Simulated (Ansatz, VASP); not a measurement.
# Two plane-wave programs on TiAl

```
Ti Al
1.0
     2.86635    0.00000    0.00000
     0.00000    3.46774    0.00000
     0.00000    0.00000    3.12409
Ti Al
1 1
Direct
  0.00000 0.00000 0.00000
  0.50000 0.50000 0.50000
```

Change from the starting cell: normal strain along x -0.0825, normal strain along y +0.1100.

Alike in both runs: task single point; functional LDA; k mesh 14 × 14 × 14; occupations gaussian, width 0.15 eV; no spin polarisation.

```csv
,VASP,Ansatz
version,VASP 6.6.1,Ansatz 0.2.0
potentials or method,"VASP PAW LDA potentials, release 64 (Ti_sv, Al), cutoff 520 eV","scalar-relativistic, plane waves, PAW"
valence electrons in the cell,15,15
```

Ansatz gave:

```
gap on the k mesh at the Fermi level (eV)                     : none
pressure (GPa)                                                : -1.8
traceless stress, the component that is largest in VASP (GPa) : 5.55
```

**Question.** Estimate VASP's values.

**Answer.** gap on the k mesh at the Fermi level (eV): none; pressure (GPa): -1.6; traceless stress, the component that is largest in VASP (GPa): 5.55.

Ansatz warns that its potentials were made for another functional, while VASP's fit it. LDA's correlation is that of Perdew and Zunger in VASP and of Perdew and Wang (1992) in Ansatz. A gap of «none» marks a metal or a gap that the smearing closes.
